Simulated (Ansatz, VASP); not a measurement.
One calculation of SiC, two programs

```xyz
2
Lattice="0.0000 2.1899 2.1899 2.1899 0.0000 2.1899 2.1899 2.1899 0.0000" Properties=species:S:1:pos:R:3 pbc="T T T"
Si    0.0000    0.0000    0.0000
C     3.2848    3.2848    3.2848
```

Alike in both runs: functional PBE; k mesh 12 × 12 × 12; occupations gaussian, width 0.02 eV; no spin polarisation.

Ansatz relaxed the structure, and its values are those at the end. VASP's run is a single point on that final structure, the one shown.

|  | VASP | Ansatz |
| --- | --- | --- |
| version | VASP 6.6.1 | Ansatz 0.2.0 |
| potentials or method | VASP PAW PBE potentials, release 64 (Si, C), cutoff 520 eV | scalar-relativistic, plane waves, PAW |
| valence electrons in the cell | 8 | 8 |

|  | VASP | Ansatz | Ansatz less VASP |
| --- | --- | --- | --- |
| gap on the k mesh at the Fermi level (eV) | 1.37 | 1.37 | +0.002 |
| least direct gap on the mesh (eV) | 4.53 | 4.53 | +0.003 |
| pressure (GPa) | 0.0 | 0.0 | +0.05 |
